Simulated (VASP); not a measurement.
# N (P3m1) in VASP: further runs

N is run at these levels: PBEsol; tasks: single point.

Everything below comes from runs of VASP 6.6.1. Logs are shortened: lines on timing, memory, paths and dates and some standing lists are left out, and cuts for length are marked.

## Step 1: The cell of the first run

Symmetry: P3m1, No. 156, trigonal system. The conventional cell has a = 4.167 Å, b = 4.167 Å, c = 7.006 Å, α = 90.00°, β = 90.00°, γ = 120.00°. Within 0.9 Å of N (site symmetry 3m) lie 1 N at 0.66 Å. N (site symmetry 3m) has 1 N at 0.66 Å within 0.9 Å. Within 1.5 Å of N (site symmetry 3m) lie 1 N at 1.11 Å. Within 1.5 Å of N (site symmetry 3m) lie 1 N at 1.11 Å.

## Step 2: Single point, PBEsol (atom 1 (N) moved by (+0.000, -0.450) A along y and z)

INCAR reads:

```
ALGO = Normal
EDIFF = 1E-6
ENCUT = 520
GGA = PS
ISIF = 2
ISMEAR = 0
LASPH = T
LCHARG = F
LREAL = F
LWAVE = F
NBANDS = 18
NELM = 60
PREC = Accurate
SIGMA = 0.05
```

KPOINTS reads:

```
k-points
0
Gamma
  6 6 4
```

POSCAR reads:

```
N
1.0
    4.1672328106      0.0000000000      0.0000000000
   -2.0836164053      3.6089294775      0.0000000000
    0.0000000000      0.0000000000      7.0060035100
N
4
Direct
    0.3333333333      0.6666666667      0.2646994127
    0.3333333333      0.6666666667      0.1710699600
    0.6666666667      0.3333333333      0.8289300400
    0.6666666667      0.3333333333      0.6710699600
```

Potentials or basis: VASP PAW PBE potentials, release 64 (N).

Launch:

```sh
$ cat potpaw_PBE.64/N/POTCAR > POTCAR
$ mpirun -np 1 vasp_std > vasp.out
```

OUTCAR:

```text
EDIFF = 1E-6
   ENCUT = 520
   GGA = PS
   ISIF = 2
   ISMEAR = 0
   LASPH = T
   LREAL = F
   NELM = 60
   PREC = Accurate

 ion  position               nearest neighbor table
   1  0.333  0.667  0.265-   2 0.66
   2  0.333  0.667  0.171-   1 0.66
   3  0.667  0.333  0.829-   4 1.11
   4  0.667  0.333  0.671-   3 1.11

 -----------------------------------------------------------------------------
|                                                                             |
|           W    W    AA    RRRRR   N    N  II  N    N   GGGG   !!!           |
|           W    W   A  A   R    R  NN   N  II  NN   N  G    G  !!!           |
|           W    W  A    A  R    R  N N  N  II  N N  N  G       !!!           |
|           W WW W  AAAAAA  RRRRR   N  N N  II  N  N N  G  GGG   !            |
|           WW  WW  A    A  R   R   N   NN  II  N   NN  G    G                |
|           W    W  A    A  R    R  N    N  II  N    N   GGGG   !!!           |
|                                                                             |
|     The distance between some ions is very small. Please check the          |
|     nearest-neighbor list in the OUTCAR file.                               |
|     I HOPE YOU KNOW WHAT YOU ARE DOING!                                     |
|                                                                             |
 -----------------------------------------------------------------------------

  LATTYP: Found a hexagonal cell.
 ALAT       =     4.1672328106
 C/A-ratio  =     1.6812124084

  Lattice vectors:

 A1 = (   4.1672328106,   0.0000000000,   0.0000000000)
 A2 = (  -2.0836164053,   3.6089294775,   0.0000000000)
 A3 = (   0.0000000000,   0.0000000000,   7.0060035100)

Analysis of symmetry for initial positions (statically):
=====================================================================
 Subroutine PRICEL returns:
 Original cell was already a primitive cell.

 Routine SETGRP: Setting up the symmetry group for a
 hexagonal supercell.

 Subroutine GETGRP returns: Found  6 space group operations
 (whereof  6 operations were pure point group operations)
 out of a pool of 24 trial point group operations.

The static configuration has the point symmetry C_3v.

Analysis of symmetry for dynamics (positions and initial velocities):
=====================================================================
 Subroutine PRICEL returns:
 Original cell was already a primitive cell.

 Routine SETGRP: Setting up the symmetry group for a
 hexagonal supercell.

 Subroutine GETGRP returns: Found  6 space group operations
 (whereof  6 operations were pure point group operations)
 out of a pool of 24 trial point group operations.

The dynamic configuration has the point symmetry C_3v.

 Subroutine INISYM returns: Found  6 space group operations
 (whereof  6 operations are pure point group operations),
 and found     1 'primitive' translations

----------------------------------------------------------------------------------------

                                     Primitive cell

  volume of cell :     105.3650

  direct lattice vectors                    reciprocal lattice vectors
     4.167232811  0.000000000  0.000000000     0.239967395  0.138545240  0.000000000
    -2.083616405  3.608929477  0.000000000     0.000000000  0.277090480  0.000000000
     0.000000000  0.000000000  7.006003510     0.000000000  0.000000000  0.142734727

  length of vectors
     4.167232811  4.167232811  7.006003510     0.277090480  0.277090480  0.142734727

  position of ions in fractional coordinates (direct lattice)
     0.333333333  0.666666667  0.264699413
     0.333333333  0.666666667  0.171069960
     0.666666667  0.333333333  0.828930040
     0.666666667  0.333333333  0.671069960

  ion indices of the primitive-cell ions
   primitive index   ion index
                 1           1
                 2           2
                 3           3
                 4           4

----------------------------------------------------------------------------------------

 KPOINTS: k-points

Automatic generation of k-mesh.
 Grid dimensions read from file:
 generate k-points for:    6    6    4

 Generating k-lattice:

  Cartesian coordinates                     Fractional coordinates (reciprocal lattice)
     0.039994566  0.023090873  0.000000000     0.166666667  0.000000000  0.000000000
     0.000000000  0.046181747  0.000000000     0.000000000  0.166666667  0.000000000
     0.000000000  0.000000000  0.035683682     0.000000000  0.000000000  0.250000000

  Length of vectors
     0.046181747  0.046181747  0.035683682

  Shift w.r.t. Gamma in fractional coordinates (k-lattice)
     0.000000000  0.000000000  0.000000000

 Subroutine IBZKPT returns following result:
 ===========================================

 Found     24 irreducible k-points:

 Following reciprocal coordinates:
            Coordinates               Weight
  0.000000  0.000000  0.000000      1.000000
  0.166667  0.000000  0.000000      6.000000
  0.333333  0.000000  0.000000      6.000000
  0.500000  0.000000  0.000000      3.000000
  0.166667  0.166667  0.000000      6.000000
  0.333333  0.166667  0.000000     12.000000
[... 16 lines left out ...]
  0.333333  0.166667  0.500000     12.000000
  0.333333  0.333333  0.500000      2.000000
   k-points           NKPTS =     24   k-points in BZ     NKDIM =     24   number of bands    NBANDS=     18
   number of dos      NEDOS =    301   number of ions     NIONS =      4
   total plane-waves  NPLWV =  55296
   dimension x,y,z NGX =    32 NGY =   32 NGZ =   54
   dimension x,y,z NGXF=    64 NGYF=   64 NGZF=  108
   ions per type =               4
   NGX,Y,Z   is equivalent  to a cutoff of  12.77, 12.77, 12.81 a.u.
   NGXF,Y,Z  is equivalent  to a cutoff of  25.53, 25.53, 25.63 a.u.
 SYSTEM =  unknown system
   PREC   = accura    normal or accurate (medium, high low for compatibility)
   ISTART =      0    job   : 0-new  1-cont  2-samecut
   ICHARG =      2    charge: 1-file 2-atom 10-const
   ISPIN  =      1    spin polarized calculation?
   LNONCOLLINEAR =      F non collinear calculations
   LSORBIT =      F    spin-orbit coupling
   LASPH  =      T    aspherical Exc in radial PAW
   ENCUT  =  520.0 eV  38.22 Ry    6.18 a.u.   7.75  7.75 13.03*2*pi/ulx,y,z
   NELM   =     60;   NELMIN=  2; NELMDL= -5     # of ELM steps
   EDIFF  = 0.1E-05   stopping-criterion for ELM
   LREAL  =      F    real-space projection
   EDIFFG = 0.1E-04   stopping-criterion for IOM
   NSW    =      0    number of steps for IOM
   IBRION =     -1    ionic relax: 0-MD 1-quasi-New 2-CG
   NFREE  =      0    steps in history (QN), initial steepest desc. (CG)
   ISIF   =      2    stress and relaxation
   ISYM   =      2    0-nonsym 1-usesym 2-fastsym
   POTIM  = 0.5000    time-step for ionic-motion
   TEBEG  =    0.0;   TEEND  =   0.0 temperature during run
   PSTRESS=    0.0 pullay stress
   NELECT =      20.0000    total number of electrons
   NUPDOWN=      -1.0000    fix difference up-down
   EMIN   =  10.00;   EMAX   =-10.00  energy-range for DOS
   EFERMI =   0.00;   METHOD = LEGACY
   ISMEAR =     0;   SIGMA  =   0.05  broadening in eV -4-tet -1-fermi 0-gaus
   EFERMI_NEDOS =   21; number of points for ismear=-14 and -15
   IALGO  =     38    algorithm
   IMIX   =      4    mixing-type and parameters
     AMIX     =   0.40;   BMIX     =  1.00
     AMIX_MAG =   1.60;   BMIX_MAG =  1.00
  volume/ion in A,a.u.               =      26.34       177.76
  Fermi-wavevector in a.u.,A,eV,Ry     =   0.940848  1.777944 12.043801  0.885194
  Thomas-Fermi vector in A             =   2.068300
   LORBIT       =      0    0 simple, 1 ext, 2 COOP (PROOUT), +10 PAW based schemes
   GGA     = PS    functional components
   LHFCALC =     F    Hartree Fock is set to
   AEXX    =    0.0000 exact exchange contribution
   IVDW    =     0    specifies the selected vdW correction
   LEPSILON=     F    determine dielectric tensor
   LRPA    =     F    only Hartree local field effects (RPA)
 non-spin polarized calculation
 Gauss-broadening in eV      SIGMA  =   0.05
  energy-cutoff  :      520.00
  volume of cell :      105.37
 maximum number of plane-waves:      2882
 NGX is ok and might be reduce to    32
   NGX = 15   NGY = 15   NGZ = 27

 number of electron      20.0000003 magnetization

 Free energy of the ion-electron system (eV)
  ---------------------------------------------------
  ext. energy  EPLUGINS =         0.00000000
  ---------------------------------------------------
  free energy    TOTEN  =        20.01189953 eV

  energy without entropy =       20.01189953  energy(sigma->0) =       20.01189953

 E-fermi :  -5.5772     XC(G=0):  -5.5633

 val. band max:       -5.8520893294   @ k =   0.3333   0.3333   0.0000
 cond. band min:       0.6288765152   @ k =   0.5000   0.0000   0.0000
 fundamental gap:      6.4809658446
 Fermi energy:        -5.5772139961

 k-point     1 :       0.0000    0.0000    0.0000
  band No.  band energies     occupation
      1     -29.1130      2.00000
      2     -25.3068      2.00000
      3     -15.7312      2.00000
      4     -15.7312      2.00000
      5     -10.5648      2.00000
      6      -8.5416      2.00000
[... 10 lines left out ...]
     17       7.9292      0.00000
     18       9.6758      0.00000

 k-point     2 :       0.1667    0.0000    0.0000
  band No.  band energies     occupation
      1     -29.1115      2.00000
      2     -25.3033      2.00000
      3     -15.7459      2.00000
      4     -15.7352      2.00000
      5     -10.5393      2.00000
      6      -8.6248      2.00000
[... 10 lines left out ...]
     17       8.0192      0.00000
     18       8.1161      0.00000
[... 442 lines left out ...]
 k-point    24 :       0.3333    0.3333    0.5000
  band No.  band energies     occupation
      1     -29.1053      2.00000
      2     -25.2913      2.00000
      3     -15.7773      2.00000
      4     -15.7765      2.00000
      5     -10.4464      2.00000
      6      -8.7801      2.00000
[... 10 lines left out ...]
     17       6.3079      0.00000
     18       7.8391      0.00000

------------------------ aborting loop because EDIFF is reached ----------------------------------------

  FORCE on cell =-STRESS in cart. coord.  units (eV):
  Direction    XX          YY          ZZ          XY          YZ          ZX
  --------------------------------------------------------------------------------------
  -------------------------------------------------------------------------------------
  Total       -0.9210467     -0.9210467    258.9535853      0.0000000      0.0000000      0.0000000
  in kB      -14.0054070    -14.0054070   3937.6399330      0.0000000      0.0000000      0.0000000
  external PRESSURE =    1303.2097063 kB  Pullay stress =       0.0000000 kB

 VOLUME and BASIS-vectors are now :
 -----------------------------------------------------------------------------
  energy-cutoff  :      520.00
  volume of cell :      105.37
      direct lattice vectors                 reciprocal lattice vectors
     4.167232811  0.000000000  0.000000000     0.239967395  0.138545240  0.000000000
    -2.083616405  3.608929477  0.000000000     0.000000000  0.277090480  0.000000000
     0.000000000  0.000000000  7.006003510     0.000000000  0.000000000  0.142734727

 POSITION                                       TOTAL-FORCE (eV/Angst)
 -----------------------------------------------------------------------------------
     -0.00000      2.40595      1.85449         0.000000      0.000000    395.390135
     -0.00000      2.40595      1.19852        -0.000000     -0.000000   -395.368658
      2.08362      1.20298      5.80749         0.000000      0.000000      0.878576
      2.08362      1.20298      4.70152        -0.000000      0.000000     -0.900053
 -----------------------------------------------------------------------------------
    total drift:                               -0.000000      0.000000     -0.001160

  FREE ENERGIE OF THE ION-ELECTRON SYSTEM (eV)
  ---------------------------------------------------
  free  energy   TOTEN  =        20.0118995279 eV

  energy  without entropy=       20.0118995279  energy(sigma->0) =       20.01189953
```

It took 29 s on 1 thread of Intel Xeon Platinum 8488C (Sapphire Rapids), shared host; peak memory 0.22 GiB.

Results:

| Property | Result |
| --- | --- |
| Free energy | 20.0119 eV |
| Pressure | 130.3 GPa |
| Largest force | 395.390 eV/Å |
| Band gap on the k mesh | 6.48 eV, indirect (least direct gap 6.50 eV) |

Forces in eV/Å, atoms in the order of the input:
```
N      0.000    0.000  395.390
N      0.000    0.000 -395.369
N      0.000    0.000    0.879
N      0.000    0.000   -0.900
```

Caveat: the cell differs from its parent crystal (atom 1 (N) moved by (+0.000, -0.450) A along y and z); the standard files for N, O and F lose accuracy on very short bonds; the PAW data sets were made with another functional, which shifts forces and pressure a little.

## Step 3: Single point, PBEsol (atom 1 (N) moved by (+0.000, +0.450) A along y and z)

INCAR reads:

```
SYSTEM = N
PREC     = Accurate       ! precision mode
ENCUT    = 520            ! plane-wave cutoff, eV
EDIFF    = 1E-6           ! SCF threshold, eV
ISMEAR   = 0              ! smearing method
SIGMA    = 0.05           ! smearing width, eV
LREAL    = .FALSE.        ! projectors in reciprocal space
LASPH    = .TRUE.         ! aspherical terms in the spheres
NELM     = 60             ! most SCF steps
ALGO     = Normal         ! electronic algorithm
ISIF     = 2              ! what is computed and relaxed
LWAVE    = .FALSE.        ! write WAVECAR
LCHARG   = .FALSE.        ! write CHGCAR
GGA      = PS             ! functional
NBANDS   = 18             ! bands
```

KPOINTS reads:

```
regular mesh
0
G
  6 6 4
  0 0 0
```

POSCAR: that of step 2 with these lines changed.

```diff
@@ -8,3 +8,3 @@
 Direct
-    0.3333333333      0.6666666667      0.2646994127
+    0.3333333333      0.6666666667      0.3931606673
     0.3333333333      0.6666666667      0.1710699600
```

Potentials or basis: VASP PAW PBE potentials, release 64 (N).

Launch:

```sh
$ cat potpaw_PBE.64/N/POTCAR > POTCAR
$ mpirun -np 1 vasp_std > vasp.out
```

Run time: 31 s. Hardware: 1 thread of Intel Xeon Platinum 8488C (Sapphire Rapids), shared host; peak memory 0.22 GiB.

Results (log left out):

| Property | Result |
| --- | --- |
| Free energy | -28.5331 eV |
| Pressure | -10.9 GPa |
| Largest force | 14.706 eV/Å |
| Band gap on the k mesh | 3.31 eV, indirect (least direct gap 3.40 eV) |

Forces on the atoms (eV/Å):
```
N     0.000   0.000 -14.706
N     0.000   0.000  14.667
N     0.000   0.000   0.962
N     0.000   0.000  -0.923
```

Stress tensor (GPa, compression positive):
```
  0.10   0.00   0.00
  0.00   0.10   0.00
  0.00   0.00 -33.02
```

Levels at points of the mesh, in eV from the valence-band top:
```
           k point  band 7  band 8  band 9  band 10  band 11  band 12  band 13  band 14
(0.00, 0.00, 0.00)   -1.97   -0.54    0.00     0.00     3.60     3.60     6.85     6.85
(0.50, 0.00, 0.00)   -1.67   -0.78   -0.29    -0.09     3.31     3.50     6.30     6.80
(0.00, 0.00, 0.50)   -1.61   -0.81   -0.01    -0.01     3.62     3.62     6.83     6.83
(0.50, 0.00, 0.50)   -1.55   -0.87   -0.41    -0.11     3.37     3.55     6.41     6.75
```

Caveat: the cell differs from its parent crystal (atom 1 (N) moved by (+0.000, +0.450) A along y and z); the standard files for N, O and F lose accuracy on very short bonds; the PAW data sets were made with another functional, which shifts forces and pressure a little.
